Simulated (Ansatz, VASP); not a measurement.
# Two plane-wave programs on Cu3N

INCAR

```
  PREC = Accurate
  ENCUT = 600
  EDIFF = 1E-6
  ISMEAR = 0
  SIGMA = 0.05
  LREAL = F
  LASPH = T
  NELM = 120
  ALGO = Normal
  ISIF = 2
  LWAVE = F
  LCHARG = F
  GGA = RP
  NBANDS = 27
  GGA_COMPAT = F
```

The input KPOINTS:

```
Automatic mesh
0
Gamma
  8 8 8
```

File POSCAR:

```
Cu3N
1.0
    3.8705870703      0.0000000000      0.0000000000
    0.0000000000      3.8705870703      0.0000000000
    0.0000000000      0.0000000000      3.8705870703
Cu N
3 1
Direct
    0.5000000000      0.0000000000      0.0000000000
    0.0000000000      0.5000000000      0.0000000000
    0.0000000000      0.0000000000      0.5000000000
    0.0000000000      0.0000000000      0.0000000000
```

Input for Ansatz:

```yaml
crystal:
  lattice:
    - [3.8705870703, 0.0, 0.0]
    - [0.0, 3.8705870703, 0.0]
    - [0.0, 0.0, 3.8705870703]
  atoms:
    - { symbol: Cu, position: [0.5, 0.0, 0.0] }
    - { symbol: Cu, position: [0.0, 0.5, 0.0] }
    - { symbol: Cu, position: [0.0, 0.0, 0.5] }
    - { symbol: "N", position: [0.0, 0.0, 0.0] }
basis:
  ecutwfc: 420
  ecutrho_ratio: 4
kpoints:
  mp_grid: { grid: [8, 8, 8] }
hamiltonian:
  xc: rpbe
scf:
  occupations: { method: gaussian, width: 0.05 }
output:
  forces: true
  stress: true
  eigenvalues: true
```

Alike in both runs: task single point; functional RPBE; k mesh 8 × 8 × 8; occupations gaussian, width 0.05 eV; no spin polarisation.

|  | VASP | Ansatz |
| --- | --- | --- |
| version | VASP 6.6.1 | Ansatz 0.2.0 |
| potentials or method | VASP PAW PBE potentials, release 64 (Cu, N), cutoff 600 eV | scalar-relativistic, plane waves, PAW |
| valence electrons in the cell | 38 | 62 |

```csv
,VASP,Ansatz,Ansatz less VASP
gap on the k mesh at the Fermi level (eV),0.36,0.34,-0.020
least direct gap on the mesh (eV),0.88,0.85,-0.025
pressure (GPa),0.5,0.0,-0.53
```

VASP's potentials were made for PBE, not for RPBE. VASP's potentials hold 38 valence electrons a cell and Ansatz's 62, so a difference there can come from the potentials and not from the codes.
